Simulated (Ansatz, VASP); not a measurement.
## Co in VASP and in Ansatz

Contents of INCAR:

```
PREC     = Accurate       # precision mode
ENCUT    = 520            # plane-wave cutoff, eV
EDIFF    = 1E-6           # SCF threshold, eV
ISMEAR   = -1             # smearing method
SIGMA    = 0.05           # smearing width, eV
LREAL    = F              # projectors in reciprocal space
LASPH    = T              # aspherical terms in the spheres
NELM     = 150            # most SCF steps
ALGO     = Normal         # electronic algorithm
ISIF     = 2              # what is computed and relaxed
LWAVE    = F              # write WAVECAR
LCHARG   = T              # write CHGCAR
LNONCOLLINEAR= T              # non-collinear magnetism
MAGMOM   = 0 0 2 0 0 2    # initial moments
LORBIT   = 11             # projections on sites
LSORBIT  = T              # spin-orbit coupling
GGA_COMPAT= F            
LORBMOM  = T            
LMAXMIX  = 4              # l up to which the mixer works
GGA      = PE             # functional
LVHAR    = T            
NBANDS   = 30             # bands
```

The input KPOINTS:

```
regular mesh
0
Gamma
  19 19 10
```

File POSCAR:

```
Co
1.0
    2.5190008694      0.0000000000      0.0000000000
   -1.2595004347      2.1815187451      0.0000000000
    0.0000000000      0.0000000000      4.0910000000
Co
2
Direct
    0.3333333333      0.6666666667      0.2500000000
    0.6666666667      0.3333333333      0.7500000000
```

Input for Ansatz:

```yaml
crystal:
  lattice:
    - [2.5190008694, 0.0, 0.0]
    - [-1.2595004347, 2.1815187451, 0.0]
    - [0.0, 0.0, 4.091]
  atoms:
    - { symbol: Co, position: [0.3333333333, 0.6666666667, 0.25], spin: 2.0 }
    - { symbol: Co, position: [0.6666666667, 0.3333333333, 0.75], spin: 2.0 }
magnetization:
  noncollinear: true
  spin_orbit: true
kpoints:
  mp_grid: { grid: [19, 19, 10] }
  band_path:
    path:
      - [0.0, 0.0, 0.0]
      - [0.5, 0.0, 0.0]
      - [0.3333333333, 0.3333333333, 0.0]
      - [0.0, 0.0, 0.0]
      - [0.0, 0.0, 0.5]
      - [0.5, 0.0, 0.5]
      - [0.3333333333, 0.3333333333, 0.5]
      - [0.0, 0.0, 0.5]
      - [0.5, 0.0, 0.5]
    npoints: 5
scf:
  occupations: { method: fermi_dirac, width: 0.05 }
hamiltonian:
  xc: pbe
  pseudopotentials: { kind: all_electron, lapw: { basis_error: 0.0005 } }
output:
  forces: true
  stress: true
  eigenvalues: true
```

Alike in both runs: task single point; functional PBE; k mesh 19 × 19 × 10; occupations fermi-dirac, width 0.05 eV; non-collinear spin, spin-orbit coupling.

|  | VASP | Ansatz |
| --- | --- | --- |
| version | VASP 6.6.1 | Ansatz 0.2.0 |
| potentials or method | VASP PAW PBE potentials, release 64 (Co), cutoff 520 eV | all-electron LAPW |

VASP gave:

```
pressure (GPa)                                                : -7.2
traceless stress, the component that is largest in VASP (GPa) : -0.92
net moment per atom (μB)                                      : 1.63
```

Estimate Ansatz's values.

pressure (GPa): -6.7; traceless stress, the component that is largest in VASP (GPa): -0.83; net moment per atom (μB): 1.64.

Ansatz ran all-electron here, and VASP with PAW potentials. Ansatz's warnings: stability check not made.
